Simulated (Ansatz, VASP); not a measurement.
# One calculation of AsSe4, two programs

INCAR

```
SYSTEM = AsSe4
  PREC = Accurate
  ENCUT = 600
  EDIFF = 1E-7
  ISMEAR = 0
  SIGMA = 0.1
  LREAL = .FALSE.
  LASPH = .TRUE.
  NELM = 60
  ALGO = Normal
  ISIF = 3
  LWAVE = .FALSE.
  LCHARG = .FALSE.
  GGA = PE
  IBRION = 2
  NSW = 100
  EDIFFG = -0.01
```

Contents of KPOINTS:

```
Automatic mesh
0
G
  8 8 8
  0 0 0
```

The input POSCAR:

```
AsSe4
1.0
   -3.1338205549      3.1338205549      3.1338205549
    3.1338205549     -3.1338205549      3.1338205549
    3.1338205549      3.1338205549     -3.1338205549
As Se
1 4
Direct
    0.0000000000      0.0000000000      0.0000000000
    0.5000000000      0.5000000000      0.5000000000
    0.5000000000      0.0000000000      0.0000000000
    0.0000000000      0.0000000000      0.5000000000
    0.0000000000      0.5000000000      0.0000000000
```

Input for Ansatz:

```yaml
crystal:
  lattice:
    - [-3.1338205549, 3.1338205549, 3.1338205549]
    - [3.1338205549, -3.1338205549, 3.1338205549]
    - [3.1338205549, 3.1338205549, -3.1338205549]
  atoms:
    - { symbol: As, position: [0.0, 0.0, 0.0] }
    - { symbol: Se, position: [0.5, 0.5, 0.5] }
    - { symbol: Se, position: [0.5, 0.0, 0.0] }
    - { symbol: Se, position: [0.0, 0.0, 0.5] }
    - { symbol: Se, position: [0.0, 0.5, 0.0] }
basis:
  ecutwfc: 420
kpoints:
  mp_grid: { grid: [8, 8, 8] }
hamiltonian:
  xc: pbe
scf:
  occupations: { method: gaussian, width: 0.1 }
output:
  forces: true
  stress: true
  eigenvalues: true
relax:
  adjacent_minimum: "off"
  f_tol: 0.01
  max_steps: 80
  cell: { stress_tol: 0.05 }
```

Change from the starting cell: species swapped into the Hg4Pt type (Im-3m, No. 229).

Alike in both runs: task relaxation of cell and atoms; functional PBE; k mesh 8 × 8 × 8; occupations gaussian, width 0.1 eV; no spin polarisation.

|  | VASP | Ansatz |
| --- | --- | --- |
| version | VASP 6.6.1 | Ansatz 0.2.0 |
| potentials or method | VASP PAW PBE potentials, release 64 (As, Se), cutoff 600 eV | scalar-relativistic, plane waves, PAW |
| valence electrons in the cell | 29 | 79 |

```csv
,VASP,Ansatz,Ansatz less VASP
"gap on the k mesh at the Fermi level, each at its own relaxed structure (eV)",none,none,-
relaxed volume (Å³/atom),24.62,24.62,0.000
relaxed cell length with the largest relative difference (Å),5.428,5.428,0.0000
```

A gap of «none» marks a metal or a gap that the smearing closes. VASP's potentials hold 29 valence electrons a cell and Ansatz's 79, so a difference there can come from the potentials and not from the codes.

Noted on VASP's run: the relaxation stopped at its first step, so nothing moved.
